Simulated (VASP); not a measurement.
# Tl (I4_1/amd) in VASP: further runs, part 2 of 2

VASP 6.6.1. Earlier steps stand in the parts before.

## (3) Single point, PBEsol

INCAR reads:

```
  ALGO = Normal
  EDIFF = 1E-7
  ENCUT = 520
  GGA = PS
  ISIF = 2
  ISMEAR = -1
  LASPH = True
  LCHARG = True
  LELF = True
  LREAL = False
  LVHAR = True
  LWAVE = False
  NBANDS = 20
  NELM = 80
  PREC = Accurate
  SIGMA = 0.1
```

KPOINTS reads:

```
k-points
0
Gamma
  15 15 15
```

POSCAR reads:

```
Tl
1.0
   -2.7027464372      2.7027464372      1.4384375349
    2.7027464372     -2.7027464372      1.4384375349
    2.7027464372      2.7027464372     -1.4384375349
Tl
2
Direct
   -0.3750000000     -0.1250000000     -0.2500000000
    0.3750000000      0.1250000000      0.2500000000
```

Potentials or basis: VASP PAW PBE potentials, release 64 (Tl_d).

Command:

```bash
$ cat potpaw_PBE.64/Tl_d/POTCAR > POTCAR
$ mpirun -np 1 vasp_std > vasp.out
```

OUTCAR:

```text
EDIFF = 1E-7
   ENCUT = 520
   GGA = PS
   ISIF = 2
   ISMEAR = -1
   LASPH = True
   LREAL = False
   NELM = 80
   PREC = Accurate

 ion  position               nearest neighbor table
   1  0.625  0.875  0.750-   2 2.80   2 2.80   2 2.80   2 2.80   2 3.46   2 3.46   2 3.46   2 3.46

   2  0.375  0.125  0.250-   1 2.80   1 2.80   1 2.80   1 2.80   1 3.46   1 3.46   1 3.46   1 3.46

  LATTYP: Found a body centered tetragonal cell.
 ALAT       =     5.4054928744
 C/A-ratio  =     0.5322132758

  Lattice vectors:

 A1 = (  -2.7027464372,   2.7027464372,   1.4384375349)
 A2 = (   2.7027464372,  -2.7027464372,   1.4384375349)
 A3 = (   2.7027464372,   2.7027464372,  -1.4384375349)

Analysis of symmetry for initial positions (statically):
=====================================================================
 Subroutine PRICEL returns:
 Original cell was already a primitive cell.

 Routine SETGRP: Setting up the symmetry group for a
 body centered tetragonal supercell.

 Subroutine GETGRP returns: Found 16 space group operations
 (whereof  4 operations were pure point group operations)
 out of a pool of 16 trial point group operations.

The static configuration has the point symmetry C_2h.
 The point group associated with its full space group is D_4h.

Analysis of symmetry for dynamics (positions and initial velocities):
=====================================================================
 Subroutine PRICEL returns:
 Original cell was already a primitive cell.

 Routine SETGRP: Setting up the symmetry group for a
 body centered tetragonal supercell.

 Subroutine GETGRP returns: Found 16 space group operations
 (whereof  4 operations were pure point group operations)
 out of a pool of 16 trial point group operations.

The dynamic configuration has the point symmetry C_2h.
 The point group associated with its full space group is D_4h.

 Subroutine INISYM returns: Found 16 space group operations
 (whereof  4 operations are pure point group operations),
 and found     1 'primitive' translations

----------------------------------------------------------------------------------------

                                     Primitive cell

  volume of cell :      42.0302

  direct lattice vectors                    reciprocal lattice vectors
    -2.702746437  2.702746437  1.438437535     0.000000000  0.184997006  0.347599383
     2.702746437 -2.702746437  1.438437535     0.184997006  0.000000000  0.347599383
     2.702746437  2.702746437 -1.438437535     0.184997006  0.184997006  0.000000000

  length of vectors
     4.083966105  4.083966105  4.083966105     0.393762903  0.393762903  0.261625275

  position of ions in fractional coordinates (direct lattice)
     0.625000000  0.875000000  0.750000000
     0.375000000  0.125000000  0.250000000

  ion indices of the primitive-cell ions
   primitive index   ion index
                 1           1
                 2           2

----------------------------------------------------------------------------------------

 KPOINTS: k-points

Automatic generation of k-mesh.
 Grid dimensions read from file:
 generate k-points for:   15   15   15

 Generating k-lattice:

  Cartesian coordinates                     Fractional coordinates (reciprocal lattice)
     0.000000000  0.012333134  0.023173292     0.066666667  0.000000000  0.000000000
     0.012333134  0.000000000  0.023173292     0.000000000  0.066666667  0.000000000
     0.012333134  0.012333134  0.000000000     0.000000000  0.000000000  0.066666667

  Length of vectors
     0.026250860  0.026250860  0.017441685

  Shift w.r.t. Gamma in fractional coordinates (k-lattice)
     0.000000000  0.000000000  0.000000000

 Subroutine IBZKPT returns following result:
 ===========================================

 Found    288 irreducible k-points:

 Following reciprocal coordinates:
            Coordinates               Weight
  0.000000  0.000000  0.000000      1.000000
  0.066667  0.000000 -0.000000      8.000000
  0.133333  0.000000  0.000000      8.000000
  0.200000  0.000000 -0.000000      8.000000
  0.266667  0.000000  0.000000      8.000000
  0.333333  0.000000 -0.000000      8.000000
[... 16 lines left out ...]
  0.133333  0.133333  0.000000      8.000000
  0.200000  0.133333 -0.000000     16.000000
 [... further k-points ...]
   k-points           NKPTS =    288   k-points in BZ     NKDIM =    288   number of bands    NBANDS=     20
   number of dos      NEDOS =    301   number of ions     NIONS =      2
   total plane-waves  NPLWV =  27000
   dimension x,y,z NGX =    30 NGY =   30 NGZ =   30
   dimension x,y,z NGXF=    60 NGYF=   60 NGZF=   60
   ions per type =               2
   NGX,Y,Z   is equivalent  to a cutoff of  12.21, 12.21, 12.21 a.u.
   NGXF,Y,Z  is equivalent  to a cutoff of  24.42, 24.42, 24.42 a.u.
 SYSTEM =  unknown system
   PREC   = accura    normal or accurate (medium, high low for compatibility)
   ISTART =      0    job   : 0-new  1-cont  2-samecut
   ICHARG =      2    charge: 1-file 2-atom 10-const
   ISPIN  =      1    spin polarized calculation?
   LNONCOLLINEAR =      F non collinear calculations
   LSORBIT =      F    spin-orbit coupling
   LASPH  =      T    aspherical Exc in radial PAW
   ENCUT  =  520.0 eV  38.22 Ry    6.18 a.u.   7.59  7.59  7.59*2*pi/ulx,y,z
   NELM   =     80;   NELMIN=  2; NELMDL= -5     # of ELM steps
   EDIFF  = 0.1E-06   stopping-criterion for ELM
   LREAL  =      F    real-space projection
   EDIFFG = 0.1E-05   stopping-criterion for IOM
   NSW    =      0    number of steps for IOM
   IBRION =     -1    ionic relax: 0-MD 1-quasi-New 2-CG
   NFREE  =      0    steps in history (QN), initial steepest desc. (CG)
   ISIF   =      2    stress and relaxation
   ISYM   =      2    0-nonsym 1-usesym 2-fastsym
   POTIM  = 0.5000    time-step for ionic-motion
   TEBEG  =    0.0;   TEEND  =   0.0 temperature during run
   PSTRESS=    0.0 pullay stress
   NELECT =      26.0000    total number of electrons
   NUPDOWN=      -1.0000    fix difference up-down
   EMIN   =  10.00;   EMAX   =-10.00  energy-range for DOS
   EFERMI =   0.00;   METHOD = LEGACY
   ISMEAR =    -1;   SIGMA  =   0.10  broadening in eV -4-tet -1-fermi 0-gaus
   EFERMI_NEDOS =   21; number of points for ismear=-14 and -15
   IALGO  =     38    algorithm
   IMIX   =      4    mixing-type and parameters
     AMIX     =   0.40;   BMIX     =  1.00
     AMIX_MAG =   1.60;   BMIX_MAG =  1.00
  volume/ion in A,a.u.               =      21.02       141.82
  Fermi-wavevector in a.u.,A,eV,Ry     =   1.394908  2.635993 26.473767  1.945767
  Thomas-Fermi vector in A             =   2.518411
   LORBIT       =      0    0 simple, 1 ext, 2 COOP (PROOUT), +10 PAW based schemes
   GGA     = PS    functional components
   LHFCALC =     F    Hartree Fock is set to
   AEXX    =    0.0000 exact exchange contribution
   IVDW    =     0    specifies the selected vdW correction
   LEPSILON=     F    determine dielectric tensor
   LRPA    =     F    only Hartree local field effects (RPA)
 non-spin polarized calculation
  energy-cutoff  :      520.00
  volume of cell :       42.03
 maximum number of plane-waves:      1154
   NGX = 15   NGY = 15   NGZ = 15

 number of electron      26.0000000 magnetization

 Free energy of the ion-electron system (eV)
  ---------------------------------------------------
  ext. energy  EPLUGINS =         0.00000000
  ---------------------------------------------------
  free energy    TOTEN  =        -3.86617737 eV

  energy without entropy =       -3.84069272  energy(sigma->0) =       -3.85343505

 E-fermi :  10.3511     XC(G=0): -11.9516

 val. band max:       10.3251274192   @ k =  -0.3333  -0.4000   0.0667
 cond. band min:      10.3810071695   @ k =  -0.2000  -0.2000   0.0667
 fundamental gap:      0.0558797502
 Fermi energy:        10.3511060832

 k-point     1 :       0.0000    0.0000    0.0000
  band No.  band energies     occupation
      1      -3.2004      2.00000
      2      -2.9524      2.00000
      3      -2.8245      2.00000
      4      -2.7843      2.00000
      5      -2.5103      2.00000
      6      -1.4289      2.00000
[... 12 lines left out ...]
     19      22.9479      0.00000
     20      24.7052      0.00000

 k-point     2 :       0.0667    0.0000   -0.0000
  band No.  band energies     occupation
      1      -3.1883      2.00000
      2      -2.9238      2.00000
      3      -2.7406      2.00000
      4      -2.7259      2.00000
      5      -2.3966      2.00000
      6      -1.5258      2.00000
[... 498 lines left out ...]
 k-point    24 :       0.2000    0.1333   -0.0000
  band No.  band energies     occupation
      1      -2.9991      2.00000
      2      -2.6126      2.00000
      3      -2.5315      2.00000
      4      -2.1581      2.00000
      5      -1.9727      2.00000
      6      -1.8516      2.00000
[... 12 lines left out ...]
     19      18.5505      0.00000
     20      21.0418      0.00000

 [... further k-points ...]
[... 5 lines left out ...]
  --------------------------------------------------------------------------------------
  -------------------------------------------------------------------------------------
  Total        8.1250193      8.1250193      8.1225115      0.0000000     -0.0000000      0.0000000
  in kB      309.7229438    309.7229438    309.6273456      0.0000000     -0.0000000      0.0000000
  external PRESSURE =     309.6910777 kB  Pullay stress =       0.0000000 kB

 VOLUME and BASIS-vectors are now :
 -----------------------------------------------------------------------------
  energy-cutoff  :      520.00
  volume of cell :       42.03
      direct lattice vectors                 reciprocal lattice vectors
    -2.702746437  2.702746437  1.438437535     0.000000000  0.184997006  0.347599383
     2.702746437 -2.702746437  1.438437535     0.184997006  0.000000000  0.347599383
     2.702746437  2.702746437 -1.438437535     0.184997006  0.184997006  0.000000000

 POSITION                                       TOTAL-FORCE (eV/Angst)
 -----------------------------------------------------------------------------------
      2.70275      1.35137      1.07883         0.000000     -0.000000      0.000000
      0.00000      1.35137      0.35961        -0.000000      0.000000     -0.000000
 -----------------------------------------------------------------------------------
    total drift:                                0.000000     -0.000000      0.000000

  FREE ENERGIE OF THE ION-ELECTRON SYSTEM (eV)
  ---------------------------------------------------
  free  energy   TOTEN  =        -3.8661773731 eV

  energy  without entropy=       -3.8406927198  energy(sigma->0) =       -3.85343505
```

Wall time 99 s (1 thread of Intel Xeon 6975P-C (Granite Rapids), shared host); peak memory 0.31 GiB.

What came out:

```yaml
Free_energy: -3.8662 eV
Pressure: 31.0 GPa
Band_gap_on_the_k_mesh: zero (bands 13 and 14 overlap by 8.16 eV)
```

Levels at points of the mesh, in eV from the Fermi level:
| k point | band 9 | band 10 | band 11 | band 12 | band 13 | band 14 | band 15 | band 16 | band 17 | band 18 |
| --- | --- | --- | --- | --- | --- | --- | --- | --- | --- | --- |
| (0.00, 0.00, 0.00) | -11.74 | -11.28 | -10.77 | -1.14 | -0.95 | -0.95 | 5.77 | 9.41 | 9.41 | 12.51 |

Caveat: the cell stands under pressure; the PAW data sets were made with another functional, which shifts forces and pressure a little; spin-orbit coupling is left out, which moves the levels of the heavy elements.

The gap in the log of VASP goes by the Fermi energy; the results here count the filled bands.